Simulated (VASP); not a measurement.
# Al2Cu (P4/mmm) in VASP: vibrations by perturbation theory with PBE

Aim: the vibrations by perturbation theory of Al2Cu with PBE.

Program: VASP 6.6.1. These are calculated values, not measurements. Logs are shortened: lines on timing, memory, paths and dates and some standing lists are left out, and cuts for length are marked.

### Step 1. The cell of the first run

It takes space group P4/mmm (No. 123, tetragonal). Conventional cell: a = 4.121 Å, b = 4.121 Å, c = 2.885 Å, α = 90.00°, β = 90.00°, γ = 90.00°. Al (site symmetry mmm) has 4 Cu at 2.52 Å and 6 Al at 2.88 to 2.91 Å within 3.3 Å. Cu (site symmetry 4/mmm) has 8 Al at 2.52 Å and 2 Cu at 2.88 Å within 3.3 Å.

### Step 2. Vibrations by perturbation theory, PBE

INCAR

```
PREC = Accurate
ENCUT = 520
EDIFF = 1E-8
ISMEAR = 0
SIGMA = 0.15
LREAL = False
LASPH = True
NELM = 80
ALGO = Normal
ISIF = 2
LWAVE = False
LCHARG = False
GGA = PE
NBANDS = 16
IBRION = 8
NSW = 1
LUSENCCL = False
```

KPOINTS

```
regular mesh
0
Gamma
  10 10 14
```

POSCAR

```
Al2Cu
1.0
    4.1211626268      0.0000000000      0.0000000000
    0.0000000000      4.1211626268      0.0000000000
    0.0000000000      0.0000000000      2.8847334069
Al Cu
2 1
Direct
    0.5000000000      0.0000000000      0.5000000000
    0.0000000000      0.5000000000      0.5000000000
    0.0000000000      0.0000000000      0.0000000000
```

Potentials or basis: VASP PAW PBE potentials, release 64 (Al, Cu).

Command:

```sh
$ cat potpaw_PBE.64/Al/POTCAR potpaw_PBE.64/Cu/POTCAR > POTCAR
$ mpirun -np 1 vasp_std > vasp.out
```

OUTCAR:

```text
PREC = Accurate
   ENCUT = 520
   EDIFF = 1E-8
   ISMEAR = 0
   LREAL = False
   LASPH = True
   NELM = 80
   ISIF = 2
   GGA = PE
   IBRION = 8
   NSW = 1

 ion  position               nearest neighbor table
   1  0.500  0.000  0.500-   3 2.52   3 2.52   3 2.52   3 2.52   2 2.91   2 2.91   2 2.91   2 2.91

   2  0.000  0.500  0.500-   3 2.52   3 2.52   3 2.52   3 2.52   1 2.91   1 2.91   1 2.91   1 2.91

   3  0.000  0.000  0.000-   1 2.52   2 2.52   1 2.52   2 2.52   2 2.52   2 2.52   1 2.52   1 2.52

  LATTYP: Found a simple tetragonal cell.
 ALAT       =     4.1211626268
 C/A-ratio  =     0.6999804832

  Lattice vectors:

 A1 = (   4.1211626268,   0.0000000000,   0.0000000000)
 A2 = (   0.0000000000,   4.1211626268,   0.0000000000)
 A3 = (   0.0000000000,   0.0000000000,   2.8847334069)

Analysis of symmetry for initial positions (statically):
=====================================================================
 Subroutine PRICEL returns:
 Original cell was already a primitive cell.

 Routine SETGRP: Setting up the symmetry group for a
 simple tetragonal supercell.

 Subroutine GETGRP returns: Found 16 space group operations
 (whereof 16 operations were pure point group operations)
 out of a pool of 16 trial point group operations.

The static configuration has the point symmetry D_4h.

Analysis of symmetry for dynamics (positions and initial velocities):
=====================================================================
 Subroutine PRICEL returns:
 Original cell was already a primitive cell.

 Routine SETGRP: Setting up the symmetry group for a
 simple tetragonal supercell.

 Subroutine GETGRP returns: Found 16 space group operations
[... 637 lines left out ...]
     0.000000000  4.121162627  0.000000000     0.000000000  0.242649973  0.000000000
     0.000000000  0.000000000  2.884733407     0.000000000  0.000000000  0.346652484

 POSITION                                       TOTAL-FORCE (eV/Angst)
 -----------------------------------------------------------------------------------
      2.06058      0.00000      1.44237         0.000000      0.000000      0.000000
      0.00000      2.06058      1.44237         0.000000      0.000000      0.000000
      0.00000      0.00000      0.00000         0.000000      0.000000      0.000000
 -----------------------------------------------------------------------------------
    total drift:                                0.000000      0.000000      0.000000

  FREE ENERGIE OF THE ION-ELECTRON SYSTEM (eV)
  ---------------------------------------------------
  free  energy   TOTEN  =       -11.3003264054 eV

  energy  without entropy=      -11.2898825079  energy(sigma->0) =      -11.29510446

[... ionic steps 2 to 9 ...]

--------------------------------------- Ionic step       10  -------------------------------------------

------------------------ aborting loop because EDIFF is reached ----------------------------------------

[... ionic steps 11 to 11 ...]

--------------------------------------- Ionic step       12  -------------------------------------------

 Free energy of the ion-electron system (eV)
  ---------------------------------------------------
  ---------------------------------------------------
  free energy    TOTEN  =        -0.23727119 eV

  energy without entropy =       -0.23727119

------------------------ aborting loop because EDIFF is reached ----------------------------------------

 INTERNAL STRAIN TENSOR  FOR ION    3  DIRECTION 3   (eV/Angst):
 -----------------------------------------------------------------------------
     0.00361  0.00000  0.00000
     0.00000  0.00361  0.00000
     0.00000  0.00000  0.06282

 INTERNAL STRAIN TENSOR FOR ION    3 for displacements in x,y,z  (eV/Angst):
          X           Y           Z          XY          YZ          ZX
  --------------------------------------------------------------------------------
  x     0.00000     0.00000     0.00000     0.00000     0.00000     0.00000
  y     0.00000     0.00000     0.00000     0.00000     0.00000     0.00000
  z     0.00000     0.00000     0.00000     0.00000     0.00000     0.00000

 SECOND DERIVATIVES (NOT SYMMETRIZED)
 ------------------------------------
               1X          1Y          1Z          2X          2Y          2Z          3X          3Y          3Z
  1X    -8.759388    0.000000    0.000000    2.074349    0.000000    0.000000    6.685038    0.000000    0.000000
  1Y     0.000000   -1.771166    0.000000    0.000000    2.077807    0.000000    0.000000   -0.306641    0.000000
  1Z     0.000000    0.000000   -3.003118    0.000000    0.000000    0.217260    0.000000    0.000000    2.785858
  2X     2.077807    0.000000    0.000000   -1.771166    0.000000    0.000000   -0.306641    0.000000    0.000000
  2Y     0.000000    2.074349    0.000000    0.000000   -8.759388    0.000000    0.000000    6.685038    0.000000
  2Z     0.000000    0.000000    0.217260    0.000000    0.000000   -3.003118    0.000000    0.000000    2.785858
  3X     6.655999    0.000000    0.000000   -0.331843    0.000000    0.000000   -6.324156    0.000000    0.000000
  3Y     0.000000   -0.331843    0.000000    0.000000    6.655999    0.000000    0.000000   -6.324156    0.000000
  3Z    -0.000000   -0.000000    2.772246    0.000000    0.000000    2.772246    0.000000   -0.000000   -5.544492

 Eigenvectors and eigenvalues of the dynamical matrix
 ----------------------------------------------------

   1 f  =   10.169044 THz    63.893991 2PiTHz  339.202813 cm-1    42.055770 meV
             X         Y         Z           dx          dy          dz
      2.060581  0.000000  1.442367     0.875592   -0.000000    0.000000
      0.000000  2.060581  1.442367    -0.197975    0.000000   -0.000000
      0.000000  0.000000  0.000000    -0.440617   -0.000000   -0.000000
[... 43 lines left out ...]
   9 f/i=    0.023096 THz     0.145116 2PiTHz    0.770396 cm-1     0.095517 meV
             X         Y         Z           dx          dy          dz
      2.060581  0.000000  1.442367    -0.347467    0.326654    0.000000
      0.000000  2.060581  1.442367    -0.344349    0.329612    0.000000
      0.000000  0.000000  0.000000    -0.535764    0.508233    0.000000

--------------------------------------------------------------------------------------------------------

 ELASTIC MODULI CONTR FROM IONIC RELAXATION (kBar)
 Direction    XX          YY          ZZ          XY          YZ          ZX
 --------------------------------------------------------------------------------
 XX           0.0000      0.0000      0.0000      0.0000      0.0000      0.0000
 YY           0.0000      0.0000      0.0000      0.0000      0.0000      0.0000
 ZZ           0.0000      0.0000      0.0000      0.0000      0.0000      0.0000
 XY           0.0000      0.0000      0.0000      0.0000      0.0000      0.0000
 YZ           0.0000      0.0000      0.0000      0.0000      0.0000      0.0000
 ZX           0.0000      0.0000      0.0000      0.0000      0.0000      0.0000
 --------------------------------------------------------------------------------
```

stdout:

```text
Offloading initialized ...    1 GPUs detected
 POSCAR found type information on POSCAR AlCu
 POSCAR found :  2 types and       3 ions
 scaLAPACK will be used selectively (only on CPU)
 LDA part: xc-table for (Slater+PW92), standard interpolation
 POSCAR, INCAR and KPOINTS ok, starting setup
 FFT: planning ... GRIDC
 FFT: planning ... GRID_SOFT
 FFT: planning ... GRID
 WAVECAR not read
 entering main loop
 Linear response reoptimize wavefunctions to high precision
 Linear response DOF=            5
 Linear response progress:
 first order change of Fermi-energy   0.14568E-03
 force on displaced ion       1 direction 1 :  -8.759   0.000   0.000
 Linear response progress:
 first order change of Fermi-energy  -0.23750E-03
 force on displaced ion       1 direction 2 :   0.000  -1.771   0.000
 Linear response progress:
 first order change of Fermi-energy  -0.70389E-04
 force on displaced ion       1 direction 3 :   0.000   0.000  -3.003
 Linear response progress:
 first order change of Fermi-energy  -0.13521E-03
 force on displaced ion       3 direction 1 :  -6.324   0.000   0.000
 Linear response progress:
 first order change of Fermi-energy   0.47548E-03
 force on displaced ion       3 direction 3 :   0.000  -0.000  -5.544
 Linear response finished
```

Wall time 29 min (1 × NVIDIA H100 80GB with 1 thread of AMD EPYC 7R13 (Zen 3), shared host); peak memory 1.6 GiB.

What came out:

- Highest phonon frequency at Γ: 339 cm⁻¹

Phonon frequencies in cm⁻¹ (negative: imaginary):
```tsv
q point	frequencies
(0.000, 0.000, 0.000)	-1 -1 0 135 135 180 228 339 339
```
